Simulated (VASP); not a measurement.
Wanted: the native input for a VASP 6.6.1 run.

| Property | Result |
| --- | --- |
| Task | single point |
| Functional | PBE |
| Dispersion | D3(BJ) |
| Potentials or basis | VASP PAW PBE potentials, release 64 (Al, B, P) |
| Cutoff | 500 eV |
| k mesh | 6 × 6 × 6 |
| Occupations | gaussian, width 0.02 eV |
| Spin | no spin polarisation |
| Dipole correction | no |
| Further INCAR settings | ALGO = Normal; EDIFF = 1e-06; NBANDS = 26; ISYM = 0 |

The structure of Al3BP4 lies in POSCAR:

```
Al3BP4
1.0
    5.2766422222      0.0000000000      0.0000000000
    0.0000000000      5.2766422222      0.0000000000
    0.0000000000      0.0000000000      5.2766422222
Al B P
3 1 4
Direct
    0.5000000000      0.0000000000      0.5000000000
    0.5000000000      0.5000000000      0.0000000000
    0.0000000000      0.5000000000      0.5000000000
    0.0000000000      0.0000000000      0.0000000000
    0.2259145089      0.7740854911      0.7740854911
    0.2259145089      0.2259145089      0.2259145089
    0.7740854911      0.7740854911      0.2259145089
    0.7740854911      0.2259145089      0.7740854911
```

One way to write it, as run:

INCAR

```
SYSTEM = Al3BP4
  ALGO = Normal
  EDIFF = 1E-6
  ENCUT = 500
  GGA = PE
  GGA_COMPAT = .FALSE.
  ISIF = 2
  ISMEAR = 0
  ISYM = 0
  IVDW = 12
  LASPH = .TRUE.
  LCHARG = .FALSE.
  LREAL = .FALSE.
  LWAVE = .FALSE.
  NBANDS = 26
  NELM = 120
  PREC = Accurate
  SIGMA = 0.02
```

KPOINTS

```
k-points
0
G
  6 6 6
  0 0 0
```

Potentials or basis: VASP PAW PBE potentials, release 64 (Al, B, P).

The run is started by

```sh
$ cat potpaw_PBE.64/Al/POTCAR potpaw_PBE.64/B/POTCAR potpaw_PBE.64/P/POTCAR > POTCAR
$ mpirun -np 1 vasp_std > vasp.out
```

It gave:

| Property | Result |
| --- | --- |
| Pressure | -2.9 GPa |
| Largest force | 0.012 eV/Å |
| Band gap on the k mesh | 1.04 eV (least direct gap 1.42 eV) |
| Dispersion energy per atom | -0.305 eV |

Run time: 9.2 min on 1 thread of Intel Xeon 8259CL (shared host), peak memory 0.48 GiB.
